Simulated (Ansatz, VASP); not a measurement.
**Two plane-wave programs on MgO**

INCAR

```
SYSTEM = MgO
PREC     = Accurate       ! precision mode
ENCUT    = 750            ! plane-wave cutoff, eV
EDIFF    = 1E-6           ! SCF threshold, eV
ISMEAR   = 0              ! smearing method
SIGMA    = 0.05           ! smearing width, eV
LREAL    = .False.        ! projectors in reciprocal space
LASPH    = .True.         ! aspherical terms in the spheres
NELM     = 120            ! most SCF steps
ALGO     = Normal         ! electronic algorithm
ISIF     = 2              ! what is computed and relaxed
LWAVE    = .False.        ! write WAVECAR
LCHARG   = .True.         ! write CHGCAR
GGA      = CA             ! functional
LELF     = .True.         ! ELF
LVHAR    = .True.       
NBANDS   = 15             ! bands
GGA_COMPAT= .False.
```

KPOINTS

```
regular mesh
0
Gamma
  9 9 8
  0 0 0
```

POSCAR

```
MgO
1.0
    3.0261615305      0.0000000000      0.0000000000
   -1.5130807653      2.6207327614      0.0000000000
    0.0000000000      0.0000000000      2.6796800000
Mg O
1 1
Direct
    0.0000000000      0.0000000000      0.0000000000
    0.3333333333      0.6666666667      0.5000000000
```

Input for Ansatz:

```yaml
crystal:
  lattice:
    - [3.0261615305, 0.0, 0.0]
    - [-1.5130807653, 2.6207327614, 0.0]
    - [0.0, 0.0, 2.67968]
  atoms:
    - { symbol: Mg, position: [0.0, 0.0, 0.0] }
    - { symbol: O, position: [0.3333333333, 0.6666666667, 0.5] }
basis:
  ecutwfc: 420
kpoints:
  mp_grid: { grid: [9, 9, 8] }
hamiltonian:
  xc: lda
scf:
  occupations: { method: gaussian, width: 0.05 }
output:
  forces: true
  stress: true
  eigenvalues: true
```

Change from the starting cell: strain +0.030 along x and y, +0.000 along z, atoms carried along.

Alike in both runs: task single point; functional LDA; k mesh 9 × 9 × 8; occupations gaussian, width 0.05 eV; no spin polarisation.

|  | VASP | Ansatz |
| --- | --- | --- |
| version | VASP 6.6.1 | Ansatz 0.2.0 |
| potentials or method | VASP PAW LDA potentials, release 64 (Mg_sv, O), cutoff 750 eV | scalar-relativistic, plane waves, PAW |
| valence electrons in the cell | 16 | 16 |

VASP gave:

| Property | Result |
| --- | --- |
| gap on the k mesh at the Fermi level (eV) | 2.36 |
| least direct gap on the mesh (eV) | 2.70 |
| pressure (GPa) | -15.2 |
| traceless stress, the component that is largest in VASP (GPa) | 7.50 |

Q: What did Ansatz give for the same quantities?

A: gap on the k mesh at the Fermi level (eV): 2.35; least direct gap on the mesh (eV): 2.69; pressure (GPa): -14.9; traceless stress, the component that is largest in VASP (GPa): 7.42.

LDA's correlation is that of Perdew and Zunger in VASP and of Perdew and Wang (1992) in Ansatz.
